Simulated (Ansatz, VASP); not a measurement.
**Two plane-wave programs on AgCl**

File INCAR:

```
SYSTEM = AgCl
  ALGO = Normal
  EDIFF = 1E-6
  ENCUT = 520
  GGA = PS
  ISIF = 2
  ISMEAR = -1
  LASPH = .TRUE.
  LCHARG = .FALSE.
  LREAL = .FALSE.
  LWAVE = .FALSE.
  NBANDS = 16
  NELM = 80
  PREC = Accurate
  SIGMA = 0.08
```

Contents of KPOINTS:

```
k-points
0
G
  15 15 15
  0 0 0
```

Contents of POSCAR:

```
AgCl
1.0
    0.0000000000      2.4746456079      2.4746456079
    2.4746456079      0.0000000000      2.4746456079
    2.4746456079      2.4746456079      0.0000000000
Ag Cl
1 1
Direct
    0.0000000000      0.0000000000      0.0000000000
    0.5000000000      0.5000000000      0.5000000000
```

Input for Ansatz:

```yaml
crystal:
  lattice:
    - [0.0, 2.4746456079, 2.4746456079]
    - [2.4746456079, 0.0, 2.4746456079]
    - [2.4746456079, 2.4746456079, 0.0]
  atoms:
    - { symbol: Ag, position: [0.0, 0.0, 0.0] }
    - { symbol: Cl, position: [0.5, 0.5, 0.5] }
kpoints:
  mp_grid: { grid: [15, 15, 15] }
scf:
  occupations: { method: fermi_dirac, width: 0.08 }
hamiltonian:
  xc: pbesol
  pseudopotentials: { kind: paw }
output:
  forces: true
  stress: true
  eigenvalues: true
  populations: true
```

Change from the starting cell: volume scaled by 0.75, PAW files.

Alike in both runs: task single point; functional PBEsol; k mesh 15 × 15 × 15; occupations fermi-dirac, width 0.08 eV; no spin polarisation.

|  | VASP | Ansatz |
| --- | --- | --- |
| version | VASP 6.6.1 | Ansatz 0.2.0 |
| potentials or method | VASP PAW PBE potentials, release 64 (Ag, Cl) | PAW with Ansatz's default frozen-core files, scalar-relativistic |
| plane-wave cutoff (eV) | 520 | 420 |
| valence electrons in the cell | 18 | 26 |

|  | VASP | Ansatz | Ansatz less VASP |
| --- | --- | --- | --- |
| pressure (GPa) | 34.5 | 34.6 | +0.10 |

VASP's potentials were made for PBE, not for PBEsol. Both programs put the cell under a high pressure, so it lies far from rest at this level. With one functional, cell and mesh, what is left measures potentials, basis and numerics. VASP's potentials hold 18 valence electrons a cell and Ansatz's 26, so a difference there can come from the potentials and not from the codes.
